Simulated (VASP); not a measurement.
**MgS: single point with LDA**

The system is MgS.

```xyz
2
Lattice="0.0000 2.5642 2.5642 2.5642 0.0000 2.5642 2.5642 2.5642 0.0000" Properties=species:S:1:pos:R:3 pbc="T T T"
Mg    0.0000    0.0000    0.0000
S     2.5642    2.5642    2.5642
```

```yaml
Program: VASP 6.6.1
Task: single point
Functional: LDA
Potentials_or_basis: VASP PAW LDA potentials, release 64 (Mg, S)
Cutoff: 520 eV
k_mesh: 8 × 8 × 8
Occupations: gaussian, width 0.01 eV
Spin: no spin polarisation
Dipole_correction: no
Further_INCAR_settings: ALGO = Normal; EDIFF = 1e-06; NBANDS = 11
```

* Pressure: -0.6 GPa
* Band gap on the k mesh: 2.65 eV, indirect (least direct gap 3.84 eV)

Levels at points of the mesh, in eV from the valence-band top:
```csv
k point,band 1,band 2,band 3,band 4,band 5,band 6,band 7,band 8,band 9
"(0.00, 0.00, 0.00)",-12.90,0.00,0.00,0.00,3.84,7.81,7.81,7.81,10.31
"(0.50, 0.00, 0.00)",-11.45,-5.14,-0.65,-0.65,4.44,6.79,6.79,10.31,12.19
"(0.50, 0.50, 0.00)",-11.03,-4.49,-1.81,-1.81,2.65,4.11,12.22,12.88,13.54
```

Wall time 12 s on 1 thread of AMD EPYC 7R43 64-Core Processor (Zen 3), with other jobs on the host, peak memory 0.11 GiB.

A k mesh can miss the band edges. Expect the measured gap to be larger: semilocal functionals such as LDA lack the derivative discontinuity.
